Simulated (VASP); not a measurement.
**Ca: single point with PBEsol**

The system is Ca.

```xyz
1
Lattice="0.0000 2.7292 2.7292 2.7292 0.0000 2.7292 2.7292 2.7292 0.0000" Properties=species:S:1:pos:R:3 pbc="T T T"
Ca    0.0000    0.0000    0.0000
```

```json
{
  "Program": "VASP 6.6.1",
  "Task": "single point",
  "Functional": "PBEsol",
  "Potentials or basis": "VASP PAW PBE potentials, release 64 (Ca_sv)",
  "Cutoff": "520 eV",
  "k mesh": "14 × 14 × 14",
  "Occupations": "gaussian, width 0.05 eV",
  "Spin": "no spin polarisation",
  "Dipole correction": "no",
  "Further INCAR settings": "ALGO = Normal; EDIFF = 1e-06; NBANDS = 11"
}
```

```json
{
 "Pressure": "0.0 GPa",
 "Band gap on the k mesh": "zero (band 5 reaches 2.17 eV, above the bottom of band 6 at 1.91 eV)"
}
```

Levels at points of the mesh, in eV from the Fermi level:
| k point | band 3 | band 4 | band 5 | band 6 | band 7 | band 8 |
| --- | --- | --- | --- | --- | --- | --- |
| (0.00, 0.00, 0.00) | -22.73 | -22.73 | -4.08 | 2.39 | 2.39 | 2.39 |
| (0.50, 0.00, 0.00) | -22.75 | -22.75 | -1.00 | -0.11 | 2.27 | 2.27 |
| (0.50, 0.50, 0.00) | -22.79 | -22.79 | -0.48 | 0.56 | 1.05 | 4.24 |

Run time: 24 s on 1 thread of AMD EPYC 9R14 (Zen 4), with other jobs on the host, peak memory 0.16 GiB.

Caveat: the PAW data sets were made with another functional, which shifts forces and pressure a little.
